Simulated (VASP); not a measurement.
Ca: relaxation of cell and atoms with PBEsol

Crystal: Ca.

```xyz
1
Lattice="0.0000 2.7278 2.7278 2.7278 0.0000 2.7278 2.7278 2.7278 0.0000" Properties=species:S:1:pos:R:3 pbc="T T T"
Ca    0.0000    0.0000    0.0000
```

```json
{
  "Program": "VASP 6.6.1",
  "Task": "relaxation of cell and atoms",
  "Functional": "PBEsol",
  "Potentials or basis": "VASP PAW PBE potentials, release 64 (Ca_sv)",
  "Cutoff": "600 eV",
  "k mesh": "18 × 18 × 18",
  "Occupations": "fermi-dirac, width 0.08 eV",
  "Spin": "no spin polarisation",
  "Target pressure": "2 GPa",
  "Dipole correction": "no",
  "Further INCAR settings": "ALGO = Normal; EDIFF = 1e-06; IBRION = 2; EDIFFG = -0.002; NSW = 100; ISIF = 3"
}
```

The relaxed volume is 36.97 Å³/atom, the relaxed cell is a = 3.739 Å, b = 3.739 Å, c = 3.739 Å, α = 60.00°, β = 60.00°, γ = 60.00° and the space group after relaxing (to 0.1 Å) is Fm-3m (No. 225). The energy change on relaxing (the run minimises the enthalpy) is +21.6 meV/atom, the ionic steps are 8 and the pressure after relaxing is 2.0 GPa. The band gap on the k mesh is zero (bands 5 and 6 overlap by 0.13 eV).

The path:
```
step  energy change (eV)  largest force (eV/Å)  pressure (GPa)  volume (Å³)
   1              0.0000                0.0000            0.02        40.59
   2              0.0134                0.0000            1.53        37.71
   3              0.0213                0.0000            1.98        36.99
   4              0.0222                0.0000            2.03        36.92
   5              0.0217                0.0000            2.02        36.96
   6              0.0212                0.0000            1.99        37.00
   7              0.0214                0.0000            1.98        36.98
   8              0.0216                0.0000            1.99        36.97
```

Final structure:
```cif
data_structure
_symmetry_space_group_name_H-M 'P 1'
_symmetry_Int_Tables_number 1
_cell_length_a 3.7393
_cell_length_b 3.7393
_cell_length_c 3.7393
_cell_angle_alpha 60.000
_cell_angle_beta 60.000
_cell_angle_gamma 60.000
_cell_volume 36.97
loop_
_atom_site_label
_atom_site_type_symbol
_atom_site_fract_x
_atom_site_fract_y
_atom_site_fract_z
_atom_site_occupancy
Ca1 Ca 0.00000 0.00000 0.00000 1
```

Levels at points of the mesh, in eV from the Fermi level:
```tsv
k point	band 2	band 3	band 4	band 5	band 6	band 7	band 8	band 9
(0.00, 0.00, 0.00)	-22.51	-22.51	-22.51	-4.27	2.49	2.49	2.49	3.75
(0.50, 0.00, 0.00)	-22.74	-22.54	-22.54	-1.07	-0.03	2.36	2.36	4.57
(0.50, 0.50, 0.00)	-22.72	-22.59	-22.59	-0.61	0.47	1.23	4.56	4.78
```

It took 3 min on 1 thread of AMD EPYC 9R45 96-Core Processor (Zen 5) (shared host), peak memory 0.23 GiB.

Caveat: the cell is relaxed towards a set pressure, so the run minimises the enthalpy, not the energy; the PAW data sets were made with another functional, which shifts forces and pressure a little.
